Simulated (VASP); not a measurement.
KSiSe3, 10 atoms in the cell. It takes space group P4/mbm (No. 127, tetragonal). The conventional cell has a = 6.808 Å, b = 6.808 Å, c = 4.814 Å, α = 90.00°, β = 90.00°, γ = 90.00°. K (site symmetry mmm) has 12 Se at 3.12 to 3.72 Å and 8 Si at 4.17 Å within 4.2 Å. Si (site symmetry 4/m) has 6 Se at 2.41 to 2.44 Å within 3.2 Å. Within 3.2 Å of Se (site symmetry m2m) lie 2 Si at 2.44 Å and 2 K at 3.12 Å. Within 3.2 Å of Se (site symmetry 4/m) lie 2 Si at 2.41 Å. 

| Item | Value |
| --- | --- |
| Program | VASP 6.6.1 |
| Task | single point |
| Functional | PBE |
| Potentials or basis | VASP PAW PBE potentials, release 64 (K_sv, Si, Se) |
| Cutoff | 520 eV |
| k mesh | 4 × 4 × 4 |
| Occupations | gaussian, width 0.1 eV |
| Spin | no spin polarisation |
| Dipole correction | no |
| Further INCAR settings | ALGO = Normal; EDIFF = 1e-07; NBANDS = 42 |

Potentials or basis: VASP PAW PBE potentials, release 64 (K_sv, Si, Se).

Run with:

```console
$ cat potpaw_PBE.64/K_sv/POTCAR potpaw_PBE.64/Si/POTCAR potpaw_PBE.64/Se/POTCAR > POTCAR
$ mpirun -np 1 vasp_std > vasp.out
```

Hardware: 1 thread of Oxide Virtual Turin-like Processor, on a shared host.

**Question.** How long does it take, and how much memory?

**Answer.** Run time: 4.2 min on 1 thread of Oxide Virtual Turin-like Processor (shared host), peak memory 0.36 GiB. Counts: scf iterations 14, k points 18.
